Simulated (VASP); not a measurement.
Set up this calculation in VASP 6.6.1, as the native input.

```
Task                   : single point
Functional             : PBE
Potentials or basis    : VASP PAW PBE potentials, release 64 (Zn, O, H)
Cutoff                 : 520 eV
k mesh                 : 4 × 4 × 8
Occupations            : gaussian, width 0.05 eV
Spin                   : no spin polarisation
Dipole correction      : no
Further INCAR settings : ALGO = Normal; EDIFF = 1e-06; NBANDS = 46
```

The structure of Zn4HO4 (a cell with a defect) lies in POSCAR:

```
Zn4HO4
1.0
    5.6098780345      0.0000000000      0.0000000000
    0.0000000000      5.6098780345      0.0000000000
    0.0000000000      0.0000000000      3.2790255992
Zn O H
4 4 1
Direct
    0.1816262562      0.1816262562      0.5000000000
    0.8183737438      0.8183737438      0.5000000000
    0.6816262562      0.3183737438      0.0000000000
    0.3183737438      0.6816262562      0.0000000000
    0.8184651117      0.1815348883      0.5000000000
    0.1815348883      0.8184651117      0.5000000000
    0.6815348883      0.6815348883      0.0000000000
    0.3184651117      0.3184651117      0.0000000000
    0.9999176225      0.3183737438      0.5000000000
```

These files were run (other wordings do the same):

INCAR

```
SYSTEM = Zn4HO4
PREC = Accurate
ENCUT = 520
EDIFF = 1E-6
ISMEAR = 0
SIGMA = 0.05
LREAL = .FALSE.
LASPH = .TRUE.
NELM = 80
ALGO = Normal
ISIF = 2
LWAVE = .FALSE.
LCHARG = .FALSE.
GGA = PE
NBANDS = 46
```

KPOINTS

```
regular mesh
0
G
  4 4 8
  0 0 0
```

Potentials or basis: VASP PAW PBE potentials, release 64 (Zn, O, H).

Launch:

```bash
$ cat potpaw_PBE.64/Zn/POTCAR potpaw_PBE.64/O/POTCAR potpaw_PBE.64/H/POTCAR > POTCAR
$ mpirun -np 1 vasp_std > vasp.out
```

It gave:

The pressure is 11.9 GPa, the largest force is 8.382 eV/Å and the band gap on the k mesh is zero (an odd number of electrons rules out a gap without spin polarisation).

Caveat: an odd number of electrons without spin polarisation forces a metal; a magnetic or distorted state may lie lower.

It took 7 min on 1 thread of AMD EPYC 7R13, with other jobs on the host, peak memory 0.29 GiB.
